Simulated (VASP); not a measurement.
A run of VASP 6.6.1 is set up as follows.

INCAR

```
SYSTEM = Rh
  PREC = Accurate
  ENCUT = 520
  EDIFF = 1E-6
  ISMEAR = 0
  SIGMA = 0.15
  LREAL = .False.
  LASPH = .True.
  NELM = 60
  ALGO = Fast
  ISIF = 2
  LWAVE = .False.
  LCHARG = .False.
  GGA = CA
  NBANDS = 14
```

KPOINTS

```
Automatic mesh
0
Gamma
  20 20 20
  0 0 0
```

Contents of POSCAR:

```
Rh
1.0
   -0.1877035262      1.9271521032      1.8770352617
    1.9271521032     -0.1877035262      1.8770352617
    1.7394485770      1.7394485770      0.0000000000
Rh
1
Direct
    0.0000000000      0.0000000000      0.0000000000
```

Potentials or basis: VASP PAW LDA potentials, release 64 (Rh_pv).

The run is started by

```bash
$ cat potpaw_LDA.64/Rh_pv/POTCAR > POTCAR
$ mpirun -np 1 vasp_std > vasp.out
```

Problem. Predict the pressure.

Solution. -1.6 GPa.

Problem. What does it give for the band gap on the k mesh?

Solution. Zero (an odd number of electrons rules out a gap without spin polarisation).

Stress tensor (GPa, compression positive):
```
  3.59  31.51   0.00
 31.51   3.59   0.00
  0.00   0.00 -12.01
```

Caveat: the stress differs along the axes, from -12 to 4 GPa.
